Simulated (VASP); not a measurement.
# Br in VASP: a series of runs, part 2 of 2

VASP 6.6.1. The steps go on from the part before.

### 4 Single point, PBE (strained)

INCAR

```
ALGO     = Normal         # electronic algorithm
EDIFF    = 1E-7           # SCF threshold, eV
ENCUT    = 520            # plane-wave cutoff, eV
GGA      = PE             # functional
ISIF     = 2              # what is computed and relaxed
ISMEAR   = 0              # smearing method
LASPH    = T              # aspherical terms in the spheres
LCHARG   = T              # write CHGCAR
LELF     = T              # ELF
LREAL    = F              # projectors in reciprocal space
LVHAR    = T            
LWAVE    = F              # write WAVECAR
NBANDS   = 10             # bands
NELM     = 80             # most SCF steps
PREC     = Accurate       # precision mode
SIGMA    = 0.1            # smearing width, eV
```

KPOINTS

```
k-points
0
Gamma
  20 20 20
```

POSCAR

```
Br
1.0
   -1.3016820508      1.6541901071      3.6921290780
    1.3016820508     -1.6541901071      3.6921290780
    1.3016820508      1.6541901071     -3.6921290780
Br
1
Direct
    0.0000000000      0.0000000000      0.0000000000
```

Potentials or basis: VASP PAW PBE potentials, release 64 (Br).

On the command line:

```
$ cat potpaw_PBE.64/Br/POTCAR > POTCAR
$ mpirun -np 1 vasp_std > vasp.out
```

OUTCAR:

```text
EDIFF = 1E-7
   ENCUT = 520
   GGA = PE
   ISIF = 2
   ISMEAR = 0
   LASPH = T
   LREAL = F
   NELM = 80
   PREC = Accurate

 ion  position               nearest neighbor table
   1  0.000  0.000  0.000-

  LATTYP: Found a body centered orthorhombic cell.
 ALAT       =     2.6033641016
 B/A-ratio  =     1.2708096467
 C/A-ratio  =     2.8364292768

  Lattice vectors:

 A1 = (  -1.3016820508,   1.6541901071,   3.6921290780)
 A2 = (   1.3016820508,  -1.6541901071,   3.6921290780)
 A3 = (   1.3016820508,   1.6541901071,  -3.6921290780)

Analysis of symmetry for initial positions (statically):
=====================================================================
 Subroutine PRICEL returns:
 Original cell was already a primitive cell.

 Routine SETGRP: Setting up the symmetry group for a
 body centered orthorhombic supercell.

 Subroutine GETGRP returns: Found  8 space group operations
 (whereof  8 operations were pure point group operations)
 out of a pool of  8 trial point group operations.

The static configuration has the point symmetry D_2h.

Analysis of symmetry for dynamics (positions and initial velocities):
=====================================================================
 Subroutine PRICEL returns:
 Original cell was already a primitive cell.

 Routine SETGRP: Setting up the symmetry group for a
 body centered orthorhombic supercell.

 Subroutine GETGRP returns: Found  8 space group operations
 (whereof  8 operations were pure point group operations)
 out of a pool of  8 trial point group operations.

The dynamic configuration has the point symmetry D_2h.

 Subroutine INISYM returns: Found  8 space group operations
 (whereof  8 operations are pure point group operations),
 and found     1 'primitive' translations

----------------------------------------------------------------------------------------

                                     Primitive cell

  volume of cell :      31.8000

  direct lattice vectors                    reciprocal lattice vectors
    -1.301682051  1.654190107  3.692129078     0.000000000  0.302262719  0.135423218
     1.301682051 -1.654190107  3.692129078     0.384118380  0.000000000  0.135423218
     1.301682051  1.654190107 -3.692129078     0.384118380  0.302262719  0.000000000

  length of vectors
     4.250004494  4.250004494  4.250004494     0.331213223  0.407291514  0.488783880

  position of ions in fractional coordinates (direct lattice)
     0.000000000  0.000000000  0.000000000

  ion indices of the primitive-cell ions
   primitive index   ion index
                 1           1

----------------------------------------------------------------------------------------

 KPOINTS: k-points

Automatic generation of k-mesh.
 Grid dimensions read from file:
 generate k-points for:   20   20   20

 Generating k-lattice:

  Cartesian coordinates                     Fractional coordinates (reciprocal lattice)
     0.000000000  0.015113136  0.006771161     0.050000000  0.000000000 -0.000000000
     0.019205919  0.000000000  0.006771161     0.000000000  0.050000000 -0.000000000
     0.019205919  0.015113136  0.000000000     0.000000000  0.000000000  0.050000000

  Length of vectors
     0.016560661  0.020364576  0.024439194

  Shift w.r.t. Gamma in fractional coordinates (k-lattice)
     0.000000000  0.000000000  0.000000000

 Subroutine IBZKPT returns following result:
 ===========================================

 Found   1166 irreducible k-points:

 Following reciprocal coordinates:
            Coordinates               Weight
  0.000000  0.000000  0.000000      1.000000
  0.050000 -0.000000  0.000000      4.000000
  0.100000  0.000000 -0.000000      4.000000
  0.150000 -0.000000  0.000000      4.000000
  0.200000  0.000000 -0.000000      4.000000
  0.250000 -0.000000  0.000000      4.000000
[... 16 lines left out ...]
 -0.450000  0.050000  0.000000      8.000000
 -0.400000  0.050000  0.000000      8.000000
 [... further k-points ...]
   k-points           NKPTS =   1166   k-points in BZ     NKDIM =   1166   number of bands    NBANDS=     10
   number of dos      NEDOS =    301   number of ions     NIONS =      1
   total plane-waves  NPLWV =  32768
   dimension x,y,z NGX =    32 NGY =   32 NGZ =   32
   dimension x,y,z NGXF=    64 NGYF=   64 NGZF=   64
   ions per type =               1
   NGX,Y,Z   is equivalent  to a cutoff of  12.52, 12.52, 12.52 a.u.
   NGXF,Y,Z  is equivalent  to a cutoff of  25.03, 25.03, 25.03 a.u.
 SYSTEM =  unknown system
   PREC   = accura    normal or accurate (medium, high low for compatibility)
   ISTART =      0    job   : 0-new  1-cont  2-samecut
   ICHARG =      2    charge: 1-file 2-atom 10-const
   ISPIN  =      1    spin polarized calculation?
   LNONCOLLINEAR =      F non collinear calculations
   LSORBIT =      F    spin-orbit coupling
   LASPH  =      T    aspherical Exc in radial PAW
   ENCUT  =  520.0 eV  38.22 Ry    6.18 a.u.   7.90  7.90  7.90*2*pi/ulx,y,z
   NELM   =     80;   NELMIN=  2; NELMDL= -5     # of ELM steps
   EDIFF  = 0.1E-06   stopping-criterion for ELM
   LREAL  =      F    real-space projection
   EDIFFG = 0.1E-05   stopping-criterion for IOM
   NSW    =      0    number of steps for IOM
   IBRION =     -1    ionic relax: 0-MD 1-quasi-New 2-CG
   NFREE  =      0    steps in history (QN), initial steepest desc. (CG)
   ISIF   =      2    stress and relaxation
   ISYM   =      2    0-nonsym 1-usesym 2-fastsym
   POTIM  = 0.5000    time-step for ionic-motion
   TEBEG  =    0.0;   TEEND  =   0.0 temperature during run
   PSTRESS=    0.0 pullay stress
   NELECT =       7.0000    total number of electrons
   NUPDOWN=      -1.0000    fix difference up-down
   EMIN   =  10.00;   EMAX   =-10.00  energy-range for DOS
   EFERMI =   0.00;   METHOD = LEGACY
   ISMEAR =     0;   SIGMA  =   0.10  broadening in eV -4-tet -1-fermi 0-gaus
   EFERMI_NEDOS =   21; number of points for ismear=-14 and -15
   IALGO  =     38    algorithm
   IMIX   =      4    mixing-type and parameters
     AMIX     =   0.40;   BMIX     =  1.00
     AMIX_MAG =   1.60;   BMIX_MAG =  1.00
  volume/ion in A,a.u.               =      31.80       214.60
  Fermi-wavevector in a.u.,A,eV,Ry     =   0.988474  1.867944 13.293983  0.977080
  Thomas-Fermi vector in A             =   2.120003
   LORBIT       =      0    0 simple, 1 ext, 2 COOP (PROOUT), +10 PAW based schemes
   GGA     = PE    functional components
   LHFCALC =     F    Hartree Fock is set to
   AEXX    =    0.0000 exact exchange contribution
   IVDW    =     0    specifies the selected vdW correction
   LEPSILON=     F    determine dielectric tensor
   LRPA    =     F    only Hartree local field effects (RPA)
 non-spin polarized calculation
 Gauss-broadening in eV      SIGMA  =   0.10
  energy-cutoff  :      520.00
  volume of cell :       31.80
 maximum number of plane-waves:       873
   NGX = 15   NGY = 15   NGZ = 15

 number of electron       7.0000001 magnetization

 Free energy of the ion-electron system (eV)
  ---------------------------------------------------
  ext. energy  EPLUGINS =         0.00000000
  ---------------------------------------------------
  free energy    TOTEN  =        -1.51900741 eV

  energy without entropy =       -1.51475320  energy(sigma->0) =       -1.51688030

 E-fermi :   0.1332     XC(G=0):  -8.1562

 val. band max:        0.1328657888   @ k =   0.4500   0.5000  -0.0000
 cond. band min:       0.1393056092   @ k =   0.2500   0.2500   0.2500
 fundamental gap:      0.0064398204
 Fermi energy:         0.1331776721

 k-point     1 :       0.0000    0.0000    0.0000
  band No.  band energies     occupation
      1     -15.5352      2.00000
      2      -1.7868      2.00000
      3      -0.5920      2.00000
      4       3.8515      0.00000
      5       5.6631      0.00000
      6       9.3799      0.00000
      7      12.8277      0.00000
      8      13.1331      0.00000
      9      15.2169      0.00000
     10      19.9173      0.00000
[... 287 lines left out ...]
 k-point    24 :      -0.4000    0.0500    0.0000
  band No.  band energies     occupation
      1     -14.9611      2.00000
      2      -3.8087      2.00000
      3      -1.8623      2.00000
      4       3.6841      0.00000
      5       7.0252      0.00000
      6      10.9765      0.00000
      7      13.8219      0.00000
      8      15.4167      0.00000
      9      17.8415      0.00000
     10      19.1835      0.00000

 [... further k-points ...]

------------------------ aborting loop because EDIFF is reached ----------------------------------------

  FORCE on cell =-STRESS in cart. coord.  units (eV):
  Direction    XX          YY          ZZ          XY          YZ          ZX
  --------------------------------------------------------------------------------------
  -------------------------------------------------------------------------------------
  Total        0.2936956      0.2073276      0.1778542     -0.0000000      0.0000000      0.0000000
  in kB       14.7972415     10.4457700      8.9608145     -0.0000000      0.0000000      0.0000000
  external PRESSURE =      11.4012753 kB  Pullay stress =       0.0000000 kB

 VOLUME and BASIS-vectors are now :
 -----------------------------------------------------------------------------
  energy-cutoff  :      520.00
  volume of cell :       31.80
      direct lattice vectors                 reciprocal lattice vectors
    -1.301682051  1.654190107  3.692129078     0.000000000  0.302262719  0.135423218
     1.301682051 -1.654190107  3.692129078     0.384118380  0.000000000  0.135423218
     1.301682051  1.654190107 -3.692129078     0.384118380  0.302262719  0.000000000

 POSITION                                       TOTAL-FORCE (eV/Angst)
 -----------------------------------------------------------------------------------
      0.00000      0.00000      0.00000        -0.000000      0.000000      0.000000
 -----------------------------------------------------------------------------------
    total drift:                                0.000000      0.000000     -0.000000

  FREE ENERGIE OF THE ION-ELECTRON SYSTEM (eV)
  ---------------------------------------------------
  free  energy   TOTEN  =        -1.5190074058 eV

  energy  without entropy=       -1.5147532037  energy(sigma->0) =       -1.51688030
```

Wall time 2.1 min (1 thread of Intel Xeon 6975P-C (Granite Rapids), shared host); peak memory 0.46 GiB.

Results:

```yaml
Free_energy: -1.5190 eV
Pressure: 1.1 GPa
Band_gap_on_the_k_mesh: zero (an odd number of electrons rules out a gap without spin polarisation)
```

Caveat: the cell differs from its parent crystal (strained); an odd number of electrons without spin polarisation forces a metal; a magnetic or distorted state may lie lower.

### 5 Single point, PBE (strained)

INCAR

```
SYSTEM = Br
  PREC = Accurate
  ENCUT = 520
  EDIFF = 1E-7
  ISMEAR = 0
  SIGMA = 0.1
  LREAL = .FALSE.
  LASPH = .TRUE.
  NELM = 100
  ALGO = Normal
  ISIF = 2
  LWAVE = .FALSE.
  LCHARG = .TRUE.
  GGA = PE
  LELF = .TRUE.
  LVHAR = .TRUE.
  NBANDS = 10
```

KPOINTS

```
regular mesh
0
G
  20 20 20
  0 0 0
```

POSCAR

```
Br
1.0
   -1.2742481484      1.7138740100      3.6615372536
    1.2742481484     -1.7138740100      3.6615372536
    1.2742481484      1.7138740100     -3.6615372536
Br
1
Direct
    0.0000000000      0.0000000000      0.0000000000
```

Potentials or basis: VASP PAW PBE potentials, release 64 (Br).

On the command line:

```
$ cat potpaw_PBE.64/Br/POTCAR > POTCAR
$ mpirun -np 1 vasp_std > vasp.out
```

OUTCAR:

```text
SYSTEM = Br
   PREC = Accurate
   ENCUT = 520
   EDIFF = 1E-7
   ISMEAR = 0
   LREAL = .FALSE.
   LASPH = .TRUE.
   NELM = 100
   ISIF = 2
   GGA = PE

 ion  position               nearest neighbor table
   1  0.000  0.000  0.000-

  LATTYP: Found a body centered orthorhombic cell.
 ALAT       =     2.5484962968
 B/A-ratio  =     1.3450080443
 C/A-ratio  =     2.8734883847

  Lattice vectors:

 A1 = (  -1.2742481484,   1.7138740100,   3.6615372536)
 A2 = (   1.2742481484,  -1.7138740100,   3.6615372536)
[... 491 lines left out ...]
     10      19.3670      0.00000

 [... further k-points ...]

------------------------ aborting loop because EDIFF is reached ----------------------------------------

  FORCE on cell =-STRESS in cart. coord.  units (eV):
  Direction    XX          YY          ZZ          XY          YZ          ZX
  --------------------------------------------------------------------------------------
  -------------------------------------------------------------------------------------
  Total        0.9628614      0.1437399      0.1755235     -0.0000000      0.0000000      0.0000000
  in kB       48.2300815      7.1999855      8.7920384     -0.0000000      0.0000000      0.0000000
  external PRESSURE =      21.4073685 kB  Pullay stress =       0.0000000 kB

 VOLUME and BASIS-vectors are now :
 -----------------------------------------------------------------------------
  energy-cutoff  :      520.00
  volume of cell :       31.99
      direct lattice vectors                 reciprocal lattice vectors
    -1.274248148  1.713874010  3.661537254     0.000000000  0.291736730  0.136554667
     1.274248148 -1.713874010  3.661537254     0.392388249  0.000000000  0.136554667
     1.274248148  1.713874010 -3.661537254     0.392388249  0.291736730  0.000000000

 POSITION                                       TOTAL-FORCE (eV/Angst)
 -----------------------------------------------------------------------------------
      0.00000      0.00000      0.00000         0.000000      0.000000      0.000000
 -----------------------------------------------------------------------------------
    total drift:                                0.000000     -0.000000      0.000000

  FREE ENERGIE OF THE ION-ELECTRON SYSTEM (eV)
  ---------------------------------------------------
  free  energy   TOTEN  =        -1.5097928456 eV

  energy  without entropy=       -1.5034404510  energy(sigma->0) =       -1.50661665
```

Run time: 2.1 min. Hardware: 1 thread of Intel Xeon 6975P-C (Granite Rapids), shared host; peak memory 0.46 GiB.

Results:

* Free energy: -1.5098 eV
* Pressure: 2.1 GPa
* Band gap on the k mesh: zero (an odd number of electrons rules out a gap without spin polarisation)

Stress tensor (GPa, compression positive):
```
4.82 0.00 0.00
0.00 0.72 0.00
0.00 0.00 0.88
```

Levels at points of the mesh, in eV from the Fermi level:
| k point | band 1 | band 2 | band 3 | band 4 | band 5 | band 6 | band 7 |
| --- | --- | --- | --- | --- | --- | --- | --- |
| (0.00, 0.00, 0.00) | -15.84 | -2.03 | -1.17 | 4.25 | 5.34 | 9.14 | 12.22 |
| (0.50, 0.00, 0.00) | -15.37 | -4.19 | -2.29 | 4.42 | 6.50 | 12.29 | 13.23 |
| (0.00, 0.50, 0.00) | -12.73 | -6.15 | -0.35 | 0.89 | 7.59 | 11.61 | 12.16 |
| (0.50, 0.50, 0.00) | -12.36 | -5.77 | -1.41 | 0.03 | 6.65 | 8.70 | 13.44 |
| (0.50, 0.50, 0.50) | -15.67 | -3.73 | -1.38 | 4.17 | 7.35 | 11.19 | 12.63 |

Caveat: the cell differs from its parent crystal (strained); an odd number of electrons without spin polarisation forces a metal; a magnetic or distorted state may lie lower.

### 6 Single point, PBE (strained)

INCAR

```
PREC = Accurate ; ENCUT = 520
EDIFF = 1E-7 ; ISMEAR = 0
SIGMA = 0.1 ; LREAL = False
LASPH = True ; NELM = 60
ALGO = Normal ; ISIF = 2
LWAVE = False ; LCHARG = True
GGA = PE ; LELF = True
LVHAR = True ; NBANDS = 10
```

KPOINTS

```
regular mesh
0
Gamma
  18 18 18
```

POSCAR

```
Br
1.0
   -1.3236260767      1.7825233082      3.6585317410
    1.3236260767     -1.7825233082      3.6585317410
    1.2548261887      1.7310525720     -3.6585317410
Br
1
Direct
    0.0000000000      0.0000000000      0.0000000000
```

Potentials or basis: VASP PAW PBE potentials, release 64 (Br).

On the command line:

```
$ cat potpaw_PBE.64/Br/POTCAR > POTCAR
$ mpirun -np 1 vasp_std > vasp.out
```

It took 9 min on 1 thread of AMD EPYC 9R14 (Zen 4), shared host; peak memory 0.54 GiB.

The run converged. Its results:

```
Free energy            : -1.5434 eV
Pressure               : 0.6 GPa
Band gap on the k mesh : zero (an odd number of electrons rules out a gap without spin polarisation)
```

Stress tensor (GPa, compression positive):
```
0.38 0.23 0.00
0.23 0.56 0.00
0.00 0.00 0.81
```

Levels at points of the mesh, in eV from the Fermi level:
| k point | band 1 | band 2 | band 3 | band 4 | band 5 | band 6 | band 7 | band 8 |
| --- | --- | --- | --- | --- | --- | --- | --- | --- |
| (0.00, 0.00, 0.00) | -15.64 | -1.89 | -1.23 | 3.99 | 5.39 | 9.28 | 11.96 | 13.02 |
| (0.50, 0.00, 0.00) | -15.25 | -3.92 | -2.19 | 4.11 | 6.62 | 12.16 | 13.10 | 14.59 |
| (0.00, 0.50, 0.00) | -12.72 | -5.93 | -0.32 | 0.72 | 7.69 | 11.17 | 12.31 | 12.61 |
| (0.50, 0.50, 0.00) | -12.44 | -5.62 | -1.24 | 0.05 | 6.83 | 8.91 | 13.36 | 14.56 |
| (0.00, 0.00, 0.50) | -12.42 | -5.60 | -1.26 | -0.06 | 6.82 | 8.50 | 13.72 | 14.55 |
| (0.50, 0.50, 0.50) | -15.48 | -3.54 | -1.44 | 3.91 | 7.31 | 11.13 | 12.50 | 15.61 |

Caveat: the cell differs from its parent crystal (strained); an odd number of electrons without spin polarisation forces a metal; a magnetic or distorted state may lie lower.

### 7 The runs side by side

```csv
cell,k mesh,gap on the mesh (eV),pressure (GPa)
"a = 4.930 Å, angles 149.2, 139.6, 51.6°, 1 atom",20 × 20 × 20,none,0.0
"a = 4.058 Å, angles 142.1, 134.6, 60.6°, 1 atom",20 × 20 × 20,none,2.1
"a = 4.250 Å, angles 144.3, 134.2, 59.4°, 1 atom",20 × 20 × 20,none,1.1
"a = 4.239 Å, angles 145.0, 132.3, 60.5°, 1 atom",20 × 20 × 20,none,2.1
"a = 4.280, b = 4.280, c = 4.237 Å, angles 144.8, 131.3, 62.5°, 1 atom",18 × 18 × 18,none,0.6
```

Alike in all rows: task single point; level PBE; potentials or basis VASP PAW PBE potentials, release 64 (Br); no spin polarisation; cutoff (eV) 520; smearing gaussian 0.1 eV.

Caveats: an odd number of electrons without spin polarisation forces a metal; a magnetic or distorted state may lie lower.

Absolute energies hang on the potentials; compare differences alone.
